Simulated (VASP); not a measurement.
Input of a VASP 6.6.1 run:

INCAR

```
PREC = Accurate ; ENCUT = 520
EDIFF = 1E-8 ; ISMEAR = -1
SIGMA = 0.03 ; LREAL = F
LASPH = T ; NELM = 60
ALGO = Normal ; ISIF = 2
LWAVE = F ; LCHARG = F
LEFG = T ; NBANDS = 13
```

File KPOINTS:

```
regular mesh
0
Gamma
  12 12 12
```

POSCAR

```
HfH2
1.0
   -1.7390000000      1.7390000000      2.2023050000
    1.7390000000     -1.7390000000      2.2023050000
    1.7390000000      1.7390000000     -2.2023050000
Hf H
1 2
Direct
    0.0000000000      0.0000000000      0.0000000000
    0.7500000000      0.2500000000      0.5000000000
    0.2500000000      0.7500000000      0.5000000000
```

Potentials or basis: VASP PAW LDA potentials, release 64 (Hf_pv, H).

The run is started by

```bash
$ cat potpaw_LDA.64/Hf_pv/POTCAR potpaw_LDA.64/H/POTCAR > POTCAR
$ mpirun -np 1 vasp_std > vasp.out
```

(1) What does it give for the pressure?

(2) What does it give for the band gap on the k mesh?

Answers

(1) -9.7 GPa.

(2) zero (band 6 reaches 5.63 eV, above the bottom of band 7 at 4.66 eV).

Caveat: the cell differs from its parent crystal (zz strain of +1 %); without QUAD_EFG the Cq values of the log hold for a quadrupole moment of 1 mb, not for the nuclei; spin-orbit coupling is left out, which moves the levels of the heavy elements.
